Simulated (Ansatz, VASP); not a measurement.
# Au: VASP beside Ansatz

```
CELL_PARAMETERS angstrom
2.82003 0.00000 0.00000
-1.41002 2.51700 0.00000
0.00000 0.00000 4.80068
ATOMIC_POSITIONS crystal
Au 0.66386 0.32773 0.25000
Au 0.33614 0.67227 0.75000
```

Alike in both runs: task single point; functional PBEsol; k mesh 14 × 14 × 7; occupations gaussian, width 0.1 eV; no spin polarisation.

```csv
,VASP,Ansatz
version,VASP 6.6.1,Ansatz 0.2.0
potentials or method,"VASP PAW PBE potentials, release 64 (Au), cutoff 520 eV","scalar-relativistic, plane waves, PAW"
valence electrons in the cell,22,38
```

|  | VASP | Ansatz | Ansatz less VASP |
| --- | --- | --- | --- |
| gap on the k mesh at the Fermi level (eV) | none | none | - |
| pressure (GPa) | -0.1 | 0.1 | +0.25 |
| traceless stress, the component that is largest in VASP (GPa) | 0.52 | 0.51 | -0.010 |

VASP's potentials were made for PBE, not for PBEsol. A gap of «none» marks a metal or a gap that the smearing closes. VASP's potentials hold 22 valence electrons a cell and Ansatz's 38, so a difference there can come from the potentials and not from the codes.

Neither program's run includes spin-orbit coupling.
